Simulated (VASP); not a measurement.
# Zn2SnS3 (P-62m) in VASP: single point with PBE

Aim: the single point of Zn2SnS3 with PBE.

Everything below comes from runs of VASP 6.6.1. Logs are shortened: lines on timing, memory, paths and dates and some standing lists are left out, and cuts for length are marked.

## Step 1: The cell of the first run

Symmetry: P-62m, No. 189, hexagonal system. The conventional cell has a = 6.278 Å, b = 6.278 Å, c = 3.400 Å, α = 90.00°, β = 90.00°, γ = 120.00°. Zn (site symmetry -6) has 6 S at 2.64 Å and 5 Zn at 3.40 to 3.62 Å and 3 Sn at 3.62 Å within 3.7 Å. Sn (site symmetry -62m) has 6 S at 2.82 Å and 2 Sn at 3.40 Å and 6 Zn at 3.62 Å within 3.7 Å. S (site symmetry m2m) has 4 Zn at 2.64 Å and 2 Sn at 2.82 Å and 6 S at 3.40 to 3.50 Å within 3.5 Å.

## Step 2: Single point, PBE

File POSCAR:

```
Zn2SnS3
1.0
    6.2784758081      0.0000000000      0.0000000000
   -3.1392379040      5.4373195469      0.0000000000
    0.0000000000      0.0000000000      3.4000063706
Zn Sn S
2 1 3
Direct
    0.6666666667      0.3333333333      0.0000000000
    0.3333333333      0.6666666667      0.0000000000
    0.0000000000      0.0000000000      0.0000000000
    0.0000000000      0.3583102160      0.5000000000
    0.6416897840      0.6416897840      0.5000000000
    0.3583102160      0.0000000000      0.5000000000
```

File INCAR.step1:

```
PREC = Accurate ; ENCUT = 520
EDIFF = 1E-6 ; ISMEAR = 0
SIGMA = 0.1 ; LREAL = F
LASPH = T ; NELM = 60
ALGO = Normal ; ISIF = 2
LWAVE = F ; LCHARG = T
GGA = PE ; NBANDS = 37
```

File KPOINTS.step1:

```
Automatic mesh
0
Gamma
  6 6 12
```

File INCAR.step2:

```
PREC = Accurate ; ENCUT = 520
EDIFF = 1E-6 ; ISMEAR = -5
SIGMA = 0.1 ; LREAL = F
LASPH = T ; NELM = 60
ALGO = Normal ; ISIF = 2
LWAVE = F ; LCHARG = F
GGA = PE ; LORBIT = 11
NBANDS = 37 ; NEDOS = 2001
ICHARG = 11
```

File KPOINTS.step2:

```
Automatic mesh
0
Gamma
  9 9 18
```

Potentials or basis: VASP PAW PBE potentials, release 64 (Zn, Sn_d, S).

The run is started by

```console
cat potpaw_PBE.64/Zn/POTCAR potpaw_PBE.64/Sn_d/POTCAR potpaw_PBE.64/S/POTCAR > POTCAR
cp INCAR.step1 INCAR
cp KPOINTS.step1 KPOINTS
mpirun -np 1 vasp_std > vasp.out
cp INCAR.step2 INCAR
cp KPOINTS.step2 KPOINTS
mpirun -np 1 vasp_std > vasp.out
```

OUTCAR:

```text
PREC = Accurate
   ENCUT = 520
   EDIFF = 1E-6
   ISMEAR = -5
   LREAL = F
   LASPH = T
   NELM = 60
   ISIF = 2
   GGA = PE
   LORBIT = 11
   ICHARG = 11

 ion  position               nearest neighbor table
   1  0.667  0.333  0.000-   4 2.64   4 2.64   6 2.64   6 2.64   5 2.64   5 2.64
   2  0.333  0.667  0.000-   6 2.64   6 2.64   4 2.64   4 2.64   5 2.64   5 2.64
   3  0.000  0.000  0.000-   6 2.82   6 2.82   4 2.82   4 2.82   5 2.82   5 2.82
   4  0.000  0.358  0.500-   1 2.64   1 2.64   2 2.64   2 2.64   3 2.82   3 2.82
   5  0.642  0.642  0.500-   2 2.64   2 2.64   1 2.64   1 2.64   3 2.82   3 2.82
   6  0.358  0.000  0.500-   2 2.64   2 2.64   1 2.64   1 2.64   3 2.82   3 2.82

  LATTYP: Found a hexagonal cell.
 ALAT       =     6.2784758081
 C/A-ratio  =     0.5415337216

  Lattice vectors:

 A1 = (   6.2784758081,   0.0000000000,   0.0000000000)
 A2 = (  -3.1392379040,   5.4373195469,   0.0000000000)
 A3 = (   0.0000000000,   0.0000000000,   3.4000063706)

Analysis of symmetry for initial positions (statically):
=====================================================================
 Subroutine PRICEL returns:
 Original cell was already a primitive cell.

 Routine SETGRP: Setting up the symmetry group for a
 hexagonal supercell.

 Subroutine GETGRP returns: Found 12 space group operations
 (whereof 12 operations were pure point group operations)
 out of a pool of 24 trial point group operations.

The static configuration has the point symmetry D_3h.

Analysis of symmetry for dynamics (positions and initial velocities):
=====================================================================
 Subroutine PRICEL returns:
 Original cell was already a primitive cell.

 Routine SETGRP: Setting up the symmetry group for a
 hexagonal supercell.

 Subroutine GETGRP returns: Found 12 space group operations
 (whereof 12 operations were pure point group operations)
 out of a pool of 24 trial point group operations.

The dynamic configuration has the point symmetry D_3h.

 Subroutine INISYM returns: Found 12 space group operations
 (whereof 12 operations are pure point group operations),
 and found     1 'primitive' translations

----------------------------------------------------------------------------------------

                                     Primitive cell

  volume of cell :     116.0697

  direct lattice vectors                    reciprocal lattice vectors
     6.278475808  0.000000000  0.000000000     0.159274326  0.091957075  0.000000000
    -3.139237904  5.437319547  0.000000000     0.000000000  0.183914149  0.000000000
     0.000000000  0.000000000  3.400006371     0.000000000  0.000000000  0.294117096

  length of vectors
     6.278475808  6.278475808  3.400006371     0.183914149  0.183914149  0.294117096

  position of ions in fractional coordinates (direct lattice)
     0.666666667  0.333333333  0.000000000
     0.333333333  0.666666667  0.000000000
     0.000000000  0.000000000  0.000000000
     0.000000000  0.358310216  0.500000000
     0.641689784  0.641689784  0.500000000
     0.358310216  0.000000000  0.500000000

  ion indices of the primitive-cell ions
   primitive index   ion index
                 1           1
                 2           2
                 3           3
                 4           4
                 5           5
                 6           6

----------------------------------------------------------------------------------------

 KPOINTS: Automatic mesh

Automatic generation of k-mesh.
 Grid dimensions read from file:
 generate k-points for:    9    9   18

 Generating k-lattice:

  Cartesian coordinates                     Fractional coordinates (reciprocal lattice)
     0.017697147  0.010217453  0.000000000     0.111111111  0.000000000  0.000000000
     0.000000000  0.020434905  0.000000000     0.000000000  0.111111111  0.000000000
     0.000000000  0.000000000  0.016339839     0.000000000  0.000000000  0.055555556

  Length of vectors
     0.020434905  0.020434905  0.016339839

  Shift w.r.t. Gamma in fractional coordinates (k-lattice)
     0.000000000  0.000000000  0.000000000

 TETIRR: Found   1476 inequivalent tetrahedra from     8748

 Subroutine IBZKPT returns following result:
 ===========================================

 Found    120 irreducible k-points:

 Following reciprocal coordinates:
            Coordinates               Weight
  0.000000  0.000000  0.000000      1.000000
  0.111111 -0.000000  0.000000      6.000000
  0.222222 -0.000000  0.000000      6.000000
  0.333333 -0.000000  0.000000      6.000000
  0.444444 -0.000000  0.000000      6.000000
  0.111111  0.111111  0.000000      6.000000
[... 16 lines left out ...]
  0.333333  0.222222  0.055556     24.000000
  0.333333  0.333333  0.055556      4.000000
 [... further k-points ...]
   k-points           NKPTS =    120   k-points in BZ     NKDIM =    120   number of bands    NBANDS=     37
   number of dos      NEDOS =   2001   number of ions     NIONS =      6
   total plane-waves  NPLWV =  64512
   dimension x,y,z NGX =    48 NGY =   48 NGZ =   28
   dimension x,y,z NGXF=    96 NGYF=   96 NGZF=   56
   ions per type =               2   1   3
   NGX,Y,Z   is equivalent  to a cutoff of  12.71, 12.71, 13.69 a.u.
   NGXF,Y,Z  is equivalent  to a cutoff of  25.42, 25.42, 27.38 a.u.
 SYSTEM =  unknown system
   PREC   = accura    normal or accurate (medium, high low for compatibility)
   ISTART =      0    job   : 0-new  1-cont  2-samecut
   ICHARG =     11    charge: 1-file 2-atom 10-const
   ISPIN  =      1    spin polarized calculation?
   LNONCOLLINEAR =      F non collinear calculations
   LSORBIT =      F    spin-orbit coupling
   LASPH  =      T    aspherical Exc in radial PAW
   ENCUT  =  520.0 eV  38.22 Ry    6.18 a.u.  11.67 11.67  6.32*2*pi/ulx,y,z
   NELM   =     60;   NELMIN=  2; NELMDL=  0     # of ELM steps
   EDIFF  = 0.1E-05   stopping-criterion for ELM
   LREAL  =      F    real-space projection
   EDIFFG = 0.1E-04   stopping-criterion for IOM
   NSW    =      0    number of steps for IOM
   IBRION =     -1    ionic relax: 0-MD 1-quasi-New 2-CG
   NFREE  =      0    steps in history (QN), initial steepest desc. (CG)
   ISIF   =      2    stress and relaxation
   ISYM   =      2    0-nonsym 1-usesym 2-fastsym
   POTIM  = 0.5000    time-step for ionic-motion
   TEBEG  =    0.0;   TEEND  =   0.0 temperature during run
   PSTRESS=    0.0 pullay stress
   NELECT =      56.0000    total number of electrons
   NUPDOWN=      -1.0000    fix difference up-down
   EMIN   =  10.00;   EMAX   =-10.00  energy-range for DOS
   EFERMI =   0.00;   METHOD = LEGACY
   ISMEAR =    -5;   SIGMA  =   0.10  broadening in eV -4-tet -1-fermi 0-gaus
   EFERMI_NEDOS =   21; number of points for ismear=-14 and -15
   IALGO  =     38    algorithm
   IMIX   =      4    mixing-type and parameters
     AMIX     =   0.40;   BMIX     =  1.00
     AMIX_MAG =   1.60;   BMIX_MAG =  1.00
  volume/ion in A,a.u.               =      19.34       130.55
  Fermi-wavevector in a.u.,A,eV,Ry     =   1.283999  2.426406 22.431280  1.648653
  Thomas-Fermi vector in A             =   2.416218
   LORBIT       =     11    0 simple, 1 ext, 2 COOP (PROOUT), +10 PAW based schemes
   GGA     = PE    functional components
   LHFCALC =     F    Hartree Fock is set to
   AEXX    =    0.0000 exact exchange contribution
   IVDW    =     0    specifies the selected vdW correction
   LEPSILON=     F    determine dielectric tensor
   LRPA    =     F    only Hartree local field effects (RPA)
 non-spin polarized calculation
 Fermi weights with tetrahedron method with Bloechl corrections
  energy-cutoff  :      520.00
  volume of cell :      116.07
 maximum number of plane-waves:      3151
 NGX is ok and might be reduce to    48

 number of electron      55.9999972 magnetization

 Free energy of the ion-electron system (eV)
  ---------------------------------------------------
  ext. energy  EPLUGINS =         0.00000000
  ---------------------------------------------------
  free energy    TOTEN  =       -19.90094950 eV

  energy without entropy =      -19.90094950  energy(sigma->0) =      -19.90094950

 E-fermi :   5.2903     XC(G=0): -10.3672

 val. band max:        5.3181812642   @ k =   0.3333   0.3333   0.4444
 cond. band min:       5.1734321869   @ k =   0.3333   0.3333   0.5000
 fundamental gap:     -0.1447490773
 Fermi energy:         5.2902540375

 k-point     1 :       0.0000    0.0000    0.0000
  band No.  band energies     occupation
      1     -16.4331      2.00000
      2     -16.3875      2.00000
      3     -16.3875      2.00000
      4     -16.3415      2.00000
      5     -16.3415      2.00000
      6      -8.9757      2.00000
[... 29 lines left out ...]
     36      10.8749      0.00000
     37      11.6976      0.00000

 k-point     2 :       0.1111   -0.0000    0.0000
  band No.  band energies     occupation
      1     -16.4331      2.00000
      2     -16.3875      2.00000
      3     -16.3875      2.00000
      4     -16.3415      2.00000
      5     -16.3415      2.00000
      6      -8.9361      2.00000
[... 29 lines left out ...]
     36      11.0002      0.00000
     37      11.6806      0.00000
[... 838 lines left out ...]
     36      12.2012      0.00000
     37      12.3872      0.00000

 k-point    24 :       0.3333    0.3333    0.0556
  band No.  band energies     occupation
      1     -16.4290      2.00000
      2     -16.3871      2.00000
      3     -16.3871      2.00000
      4     -16.3433      2.00000
      5     -16.3433      2.00000
      6      -8.0977      2.00000
[... 29 lines left out ...]
     36      11.9751      0.00000
     37      12.5207      0.00000

 [... further k-points ...]

------------------------ aborting loop because EDIFF is reached ----------------------------------------

  FORCE on cell =-STRESS in cart. coord.  units (eV):
  Direction    XX          YY          ZZ          XY          YZ          ZX
  --------------------------------------------------------------------------------------
  -------------------------------------------------------------------------------------
  Total       -0.0429962     -0.0429962      0.1058948     -0.0000000      0.0000000     -0.0000000
  in kB       -0.5935016     -0.5935016      1.4617279     -0.0000000      0.0000000     -0.0000000
  external PRESSURE =       0.0915749 kB  Pullay stress =       0.0000000 kB

 VOLUME and BASIS-vectors are now :
 -----------------------------------------------------------------------------
  energy-cutoff  :      520.00
  volume of cell :      116.07
      direct lattice vectors                 reciprocal lattice vectors
     6.278475808  0.000000000  0.000000000     0.159274326  0.091957075  0.000000000
    -3.139237904  5.437319547  0.000000000     0.000000000  0.183914149  0.000000000
     0.000000000  0.000000000  3.400006371     0.000000000  0.000000000  0.294117096

 POSITION                                       TOTAL-FORCE (eV/Angst)
 -----------------------------------------------------------------------------------
      3.13924      1.81244      0.00000         0.000000      0.000000      0.000000
     -0.00000      3.62488      0.00000        -0.000000      0.000000      0.000000
      0.00000      0.00000      0.00000        -0.000000      0.000000      0.000000
     -1.12482      1.94825      1.70000         0.002547     -0.004411      0.000000
      2.01442      3.48907      1.70000         0.002547      0.004411      0.000000
      2.24964      0.00000      1.70000        -0.005093      0.000000      0.000000
 -----------------------------------------------------------------------------------
    total drift:                                0.000007      0.000013     -0.000000

  FREE ENERGIE OF THE ION-ELECTRON SYSTEM (eV)
  ---------------------------------------------------
  free  energy   TOTEN  =       -19.9009494951 eV

  energy  without entropy=      -19.9009494951  energy(sigma->0) =      -19.90094950

 total charge

# of ion       s       p       d       tot
------------------------------------------
    1        0.503   0.294   9.789  10.586
    2        0.503   0.294   9.789  10.586
    3        1.341   0.709  10.020  12.069
    4        1.358   2.315   0.000   3.674
    5        1.358   2.315   0.000   3.674
    6        1.358   2.315   0.000   3.674
--------------------------------------------------
tot          6.421   8.243  29.598  44.262
```

Run time: 6.1 min. Hardware: 1 thread of Intel Xeon Platinum 8488C (Sapphire Rapids), shared host; peak memory 0.57 GiB.

Results:

```
Valence electrons inside the program's atomic spheres : Zn 10.59; Sn 12.07; S 3.67
```

Caveat: spin-orbit coupling is left out, which moves the levels of the heavy elements; tetrahedron occupations give inexact forces and stress in metals.
